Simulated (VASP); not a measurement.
# AlN (F-43m) in VASP: a series of runs

The runs below take AlN through single point, with PBE, revPBE, BLYP.

Everything below comes from runs of VASP 6.6.1. Logs are shortened: lines on timing, memory, paths and dates and some standing lists are left out, and cuts for length are marked.

### Step 1. The cell of the first run

Symmetry: F-43m, No. 216, cubic system. Conventional cell: a = 4.368 Å, b = 4.368 Å, c = 4.368 Å, α = 90.00°, β = 90.00°, γ = 90.00°. Within 2.5 Å of Al (site symmetry -43m) lie 4 N at 1.89 Å. N (site symmetry -43m) has 4 Al at 1.89 Å within 2.5 Å.

### Step 2. Single point, PBE

The input, INCAR:

```
  PREC = Accurate
  ENCUT = 520
  EDIFF = 1E-6
  ISMEAR = 0
  SIGMA = 0.013000000000000001
  LREAL = F
  LASPH = T
  NELM = 60
  ALGO = Normal
  ISIF = 2
  LWAVE = F
  LCHARG = F
  GGA = PE
  NBANDS = 11
```

The input, KPOINTS:

```
Automatic mesh
0
Gamma
  10 10 10
```

The input, POSCAR:

```
AlN
1.0
    0.0000000000      2.1839935596      2.1839935596
    2.1839935596      0.0000000000      2.1839935596
    2.1839935596      2.1839935596      0.0000000000
Al N
1 1
Direct
    0.0000000000      0.0000000000      0.0000000000
    0.2500000000      0.2500000000      0.2500000000
```

Potentials or basis: VASP PAW PBE potentials, release 64 (Al, N).

On the command line:

```
$ cat potpaw_PBE.64/Al/POTCAR potpaw_PBE.64/N/POTCAR > POTCAR
$ mpirun -np 1 vasp_std > vasp.out
```

OUTCAR:

```text
PREC = Accurate
   ENCUT = 520
   EDIFF = 1E-6
   ISMEAR = 0
   LREAL = F
   LASPH = T
   NELM = 60
   ISIF = 2
   GGA = PE

 ion  position               nearest neighbor table
   1  0.000  0.000  0.000-   2 1.89   2 1.89   2 1.89   2 1.89
   2  0.250  0.250  0.250-   1 1.89   1 1.89   1 1.89   1 1.89

  LATTYP: Found a face centered cubic cell.
 ALAT       =     4.3679871192

  Lattice vectors:

 A1 = (   0.0000000000,   2.1839935596,   2.1839935596)
 A2 = (   2.1839935596,   0.0000000000,   2.1839935596)
 A3 = (   2.1839935596,   2.1839935596,   0.0000000000)

Analysis of symmetry for initial positions (statically):
=====================================================================
 Subroutine PRICEL returns:
 Original cell was already a primitive cell.

 Routine SETGRP: Setting up the symmetry group for a
 face centered cubic supercell.

 Subroutine GETGRP returns: Found 24 space group operations
 (whereof 24 operations were pure point group operations)
 out of a pool of 48 trial point group operations.

The static configuration has the point symmetry T_d .

Analysis of symmetry for dynamics (positions and initial velocities):
=====================================================================
 Subroutine PRICEL returns:
 Original cell was already a primitive cell.

 Routine SETGRP: Setting up the symmetry group for a
 face centered cubic supercell.

 Subroutine GETGRP returns: Found 24 space group operations
 (whereof 24 operations were pure point group operations)
 out of a pool of 48 trial point group operations.

The dynamic configuration has the point symmetry T_d .

 Subroutine INISYM returns: Found 24 space group operations
 (whereof 24 operations are pure point group operations),
 and found     1 'primitive' translations

----------------------------------------------------------------------------------------

                                     Primitive cell

  volume of cell :      20.8345

  direct lattice vectors                    reciprocal lattice vectors
     0.000000000  2.183993560  2.183993560    -0.228938404  0.228938404  0.228938404
     2.183993560  0.000000000  2.183993560     0.228938404 -0.228938404  0.228938404
     2.183993560  2.183993560  0.000000000     0.228938404  0.228938404 -0.228938404

  length of vectors
     3.088633312  3.088633312  3.088633312     0.396532948  0.396532948  0.396532948

  position of ions in fractional coordinates (direct lattice)
     0.000000000  0.000000000  0.000000000
     0.250000000  0.250000000  0.250000000

  ion indices of the primitive-cell ions
   primitive index   ion index
                 1           1
                 2           2

----------------------------------------------------------------------------------------

 KPOINTS: Automatic mesh

Automatic generation of k-mesh.
 Grid dimensions read from file:
 generate k-points for:   10   10   10

 Generating k-lattice:

  Cartesian coordinates                     Fractional coordinates (reciprocal lattice)
    -0.022893840  0.022893840  0.022893840     0.100000000  0.000000000  0.000000000
     0.022893840 -0.022893840  0.022893840     0.000000000  0.100000000  0.000000000
     0.022893840  0.022893840 -0.022893840     0.000000000  0.000000000  0.100000000

  Length of vectors
     0.039653295  0.039653295  0.039653295

  Shift w.r.t. Gamma in fractional coordinates (k-lattice)
     0.000000000  0.000000000  0.000000000

 Subroutine IBZKPT returns following result:
 ===========================================

 Found     47 irreducible k-points:

 Following reciprocal coordinates:
            Coordinates               Weight
  0.000000  0.000000  0.000000      1.000000
  0.100000  0.000000  0.000000      8.000000
  0.200000  0.000000  0.000000      8.000000
  0.300000  0.000000  0.000000      8.000000
  0.400000  0.000000  0.000000      8.000000
  0.500000  0.000000  0.000000      4.000000
[... 16 lines left out ...]
  0.300000  0.300000  0.000000      6.000000
  0.400000  0.300000  0.000000     24.000000
 [... further k-points ...]
   k-points           NKPTS =     47   k-points in BZ     NKDIM =     47   number of bands    NBANDS=     11
   number of dos      NEDOS =    301   number of ions     NIONS =      2
   total plane-waves  NPLWV =  13824
   dimension x,y,z NGX =    24 NGY =   24 NGZ =   24
   dimension x,y,z NGXF=    48 NGYF=   48 NGZF=   48
   ions per type =               1   1
   NGX,Y,Z   is equivalent  to a cutoff of  12.92, 12.92, 12.92 a.u.
   NGXF,Y,Z  is equivalent  to a cutoff of  25.84, 25.84, 25.84 a.u.
 SYSTEM =  unknown system
   PREC   = accura    normal or accurate (medium, high low for compatibility)
   ISTART =      0    job   : 0-new  1-cont  2-samecut
   ICHARG =      2    charge: 1-file 2-atom 10-const
   ISPIN  =      1    spin polarized calculation?
   LNONCOLLINEAR =      F non collinear calculations
   LSORBIT =      F    spin-orbit coupling
   LASPH  =      T    aspherical Exc in radial PAW
   ENCUT  =  520.0 eV  38.22 Ry    6.18 a.u.   5.74  5.74  5.74*2*pi/ulx,y,z
   NELM   =     60;   NELMIN=  2; NELMDL= -5     # of ELM steps
   EDIFF  = 0.1E-05   stopping-criterion for ELM
   LREAL  =      F    real-space projection
   EDIFFG = 0.1E-04   stopping-criterion for IOM
   NSW    =      0    number of steps for IOM
   IBRION =     -1    ionic relax: 0-MD 1-quasi-New 2-CG
   NFREE  =      0    steps in history (QN), initial steepest desc. (CG)
   ISIF   =      2    stress and relaxation
   ISYM   =      2    0-nonsym 1-usesym 2-fastsym
   POTIM  = 0.5000    time-step for ionic-motion
   TEBEG  =    0.0;   TEEND  =   0.0 temperature during run
   PSTRESS=    0.0 pullay stress
   NELECT =       8.0000    total number of electrons
   NUPDOWN=      -1.0000    fix difference up-down
   EMIN   =  10.00;   EMAX   =-10.00  energy-range for DOS
   EFERMI =   0.00;   METHOD = LEGACY
   ISMEAR =     0;   SIGMA  =   0.01  broadening in eV -4-tet -1-fermi 0-gaus
   EFERMI_NEDOS =   21; number of points for ismear=-14 and -15
   IALGO  =     38    algorithm
   IMIX   =      4    mixing-type and parameters
     AMIX     =   0.40;   BMIX     =  1.00
     AMIX_MAG =   1.60;   BMIX_MAG =  1.00
  volume/ion in A,a.u.               =      10.42        70.30
  Fermi-wavevector in a.u.,A,eV,Ry     =   1.189899  2.248583 19.263943  1.415860
  Thomas-Fermi vector in A             =   2.325996
   LORBIT       =      0    0 simple, 1 ext, 2 COOP (PROOUT), +10 PAW based schemes
   GGA     = PE    functional components
   LHFCALC =     F    Hartree Fock is set to
   AEXX    =    0.0000 exact exchange contribution
   IVDW    =     0    specifies the selected vdW correction
   LEPSILON=     F    determine dielectric tensor
   LRPA    =     F    only Hartree local field effects (RPA)
 non-spin polarized calculation
 Gauss-broadening in eV      SIGMA  =   0.01
  energy-cutoff  :      520.00
  volume of cell :       20.83
 maximum number of plane-waves:       571
   NGX = 11   NGY = 11   NGZ = 11

 number of electron       8.0000000 magnetization

 Free energy of the ion-electron system (eV)
  ---------------------------------------------------
  ext. energy  EPLUGINS =         0.00000000
  ---------------------------------------------------
  free energy    TOTEN  =       -14.84044915 eV

  energy without entropy =      -14.84044915  energy(sigma->0) =      -14.84044915

 E-fermi :   6.1218     XC(G=0): -10.9337

 val. band max:        5.9700078204   @ k =   0.0000   0.0000   0.0000
 cond. band min:       9.2877574328   @ k =   0.5000   0.5000   0.0000
 fundamental gap:      3.3177496124
 Fermi energy:         6.1218373499

 k-point     1 :       0.0000    0.0000    0.0000
  band No.  band energies     occupation
      1      -9.0107      2.00000
      2       5.9700      2.00000
      3       5.9700      2.00000
      4       5.9700      2.00000
      5      10.1659      0.00000
      6      18.5304      0.00000
      7      18.5304      0.00000
      8      18.5304      0.00000
      9      23.6587      0.00000
     10      23.6587      0.00000
     11      25.0606      0.00000

 k-point     2 :       0.1000    0.0000    0.0000
  band No.  band energies     occupation
      1      -8.8643      2.00000
      2       5.1589      2.00000
      3       5.9184      2.00000
      4       5.9184      2.00000
      5      10.8264      0.00000
      6      18.1418      0.00000
      7      18.6642      0.00000
      8      18.6642      0.00000
      9      22.4023      0.00000
     10      22.4023      0.00000
     11      24.2720      0.00000

 k-point     3 :       0.2000    0.0000    0.0000
  band No.  band energies     occupation
      1      -8.4479      2.00000
      2       3.5547      2.00000
      3       5.7897      2.00000
      4       5.7898      2.00000
      5      11.9510      0.00000
      6      17.3408      0.00000
      7      18.5942      0.00000
      8      18.5942      0.00000
      9      21.8709      0.00000
     10      21.8709      0.00000
     11      23.4021      0.00000

 k-point     4 :       0.3000    0.0000    0.0000
  band No.  band energies     occupation
      1      -7.8427      2.00000
      2       1.9095      2.00000
      3       5.6423      2.00000
      4       5.6423      2.00000
      5      12.7944      0.00000
      6      16.5810      0.00000
      7      17.9334      0.00000
      8      17.9334      0.00000
      9      22.9299      0.00000
     10      22.9299      0.00000
     11      23.2134      0.00000
[... 239 lines left out ...]
 k-point    22 :      -0.2000    0.2000    0.0000
  band No.  band energies     occupation
      1      -7.6439      2.00000
      2       2.2126      2.00000
      3       4.2802      2.00000
      4       5.7160      2.00000
      5      13.5310      0.00000
      6      15.9286      0.00000
      7      17.3716      0.00000
      8      18.4727      0.00000
      9      20.9470      0.00000
     10      24.4163      0.00000
     11      27.3298      0.00000

 k-point    23 :       0.3000    0.3000    0.0000
  band No.  band energies     occupation
      1      -7.4667      2.00000
      2       2.4554      2.00000
      3       4.7310      2.00000
      4       4.7310      2.00000
      5      11.3000      0.00000
      6      15.6729      0.00000
      7      17.8534      0.00000
      8      20.4723      0.00000
      9      20.4723      0.00000
     10      26.3556      0.00000
     11      29.7456      0.00000

 k-point    24 :       0.4000    0.3000    0.0000
  band No.  band energies     occupation
      1      -7.0039      2.00000
      2       1.8217      2.00000
      3       4.2689      2.00000
      4       4.5674      2.00000
      5      10.8859      0.00000
      6      15.5056      0.00000
      7      18.2228      0.00000
      8      20.5588      0.00000
      9      21.0687      0.00000
     10      27.2834      0.00000
     11      29.5348      0.00000

 [... further k-points ...]

------------------------ aborting loop because EDIFF is reached ----------------------------------------

  FORCE on cell =-STRESS in cart. coord.  units (eV):
  Direction    XX          YY          ZZ          XY          YZ          ZX
  --------------------------------------------------------------------------------------
  -------------------------------------------------------------------------------------
  Total        0.5961647      0.5961647      0.5961647      0.0000000      0.0000000      0.0000000
  in kB       45.8450834     45.8450834     45.8450834      0.0000000      0.0000000      0.0000000
  external PRESSURE =      45.8450834 kB  Pullay stress =       0.0000000 kB

 VOLUME and BASIS-vectors are now :
 -----------------------------------------------------------------------------
  energy-cutoff  :      520.00
  volume of cell :       20.83
      direct lattice vectors                 reciprocal lattice vectors
     0.000000000  2.183993560  2.183993560    -0.228938404  0.228938404  0.228938404
     2.183993560  0.000000000  2.183993560     0.228938404 -0.228938404  0.228938404
     2.183993560  2.183993560  0.000000000     0.228938404  0.228938404 -0.228938404

 POSITION                                       TOTAL-FORCE (eV/Angst)
 -----------------------------------------------------------------------------------
      0.00000      0.00000      0.00000         0.000000      0.000000      0.000000
      1.09200      1.09200      1.09200        -0.000000     -0.000000     -0.000000
 -----------------------------------------------------------------------------------
    total drift:                                0.000000      0.000000      0.000000

  FREE ENERGIE OF THE ION-ELECTRON SYSTEM (eV)
  ---------------------------------------------------
  free  energy   TOTEN  =       -14.8404491513 eV

  energy  without entropy=      -14.8404491513  energy(sigma->0) =      -14.84044915
```

Run time: 8.8 s. Hardware: 1 thread of AMD EPYC 7R13 (Zen 3), shared host; peak memory 0.1 GiB.

What came out:

```yaml
Free_energy: -14.8404 eV
Pressure: 4.6 GPa
Band_gap_on_the_k_mesh: 3.32 eV, indirect (least direct gap 4.20 eV)
```

Levels at points of the mesh, in eV from the valence-band top:
```csv
k point,band 1,band 2,band 3,band 4,band 5,band 6,band 7,band 8
"(0.00, 0.00, 0.00)",-14.98,0.00,0.00,0.00,4.20,12.56,12.56,12.56
"(0.50, 0.00, 0.00)",-12.93,-5.85,-0.48,-0.48,7.38,9.86,11.15,11.15
"(0.50, 0.50, 0.00)",-12.30,-4.90,-1.77,-1.77,3.32,8.62,13.96,15.73
```

### Step 3. Single point, PBE

The input, INCAR:

```
PREC = Accurate
ENCUT = 520
EDIFF = 1E-6
ISMEAR = 0
SIGMA = 0.014
LREAL = False
LASPH = True
NELM = 80
ALGO = Normal
ISIF = 2
LWAVE = False
LCHARG = False
GGA = PE
NBANDS = 11
```

The input, KPOINTS:

```
regular mesh
0
Gamma
  10 10 10
```

POSCAR is that of step 2.

Potentials or basis: VASP PAW PBE potentials, release 64 (Al, N).

On the command line:

```
$ cat potpaw_PBE.64/Al/POTCAR potpaw_PBE.64/N/POTCAR > POTCAR
$ mpirun -np 1 vasp_std > vasp.out
```

Wall time 8.4 s (1 thread of AMD EPYC 7R13 (Zen 3), shared host); peak memory 0.11 GiB.

It converged, with:

- Free energy: -14.8404 eV
- Pressure: 4.6 GPa
- Band gap on the k mesh: 3.32 eV, indirect (least direct gap 4.20 eV)

Levels at points of the mesh, in eV from the valence-band top:
```csv
k point,band 1,band 2,band 3,band 4,band 5,band 6,band 7,band 8
"(0.00, 0.00, 0.00)",-14.98,0.00,0.00,0.00,4.20,12.56,12.56,12.56
"(0.50, 0.00, 0.00)",-12.93,-5.85,-0.48,-0.48,7.38,9.86,11.15,11.15
"(0.50, 0.50, 0.00)",-12.30,-4.90,-1.77,-1.77,3.32,8.62,13.96,15.73
```

A k mesh can miss the band edges.

### Step 4. Single point, PBE

The input, INCAR:

```
SYSTEM = AlN
PREC     = Accurate       ! precision mode
ENCUT    = 520            ! plane-wave cutoff, eV
EDIFF    = 1E-6           ! SCF threshold, eV
ISMEAR   = 0              ! smearing method
SIGMA    = 0.016          ! smearing width, eV
LREAL    = .FALSE.        ! projectors in reciprocal space
LASPH    = .TRUE.         ! aspherical terms in the spheres
NELM     = 80             ! most SCF steps
ALGO     = Normal         ! electronic algorithm
ISIF     = 2              ! what is computed and relaxed
LWAVE    = .FALSE.        ! write WAVECAR
LCHARG   = .FALSE.        ! write CHGCAR
GGA      = PE             ! functional
NBANDS   = 11             ! bands
```

The input, KPOINTS:

```
regular mesh
0
G
  10 10 10
  0 0 0
```

POSCAR is that of step 3.

On the command line:

```
$ cat potpaw_PBE.64/Al/POTCAR potpaw_PBE.64/N/POTCAR > POTCAR
$ mpirun -np 1 vasp_std > vasp.out
```

It took 9.5 s on 1 thread of AMD EPYC 7R13 (Zen 3), shared host; peak memory 0.1 GiB.

The run converged. Its results:

| Property | Result |
| --- | --- |
| Free energy | -14.8404 eV |
| Pressure | 4.6 GPa |
| Band gap on the k mesh | 3.32 eV, indirect (least direct gap 4.20 eV) |

Levels at points of the mesh, in eV from the valence-band top:
```csv
k point,band 2,band 3,band 4,band 5,band 6,band 7
"(0.00, 0.00, 0.00)",0.00,0.00,0.00,4.20,12.56,12.56
"(0.50, 0.00, 0.00)",-5.85,-0.48,-0.48,7.38,9.86,11.15
"(0.50, 0.50, 0.00)",-4.90,-1.77,-1.77,3.32,8.62,13.96
```

(Part 1 of 2 ends here.)
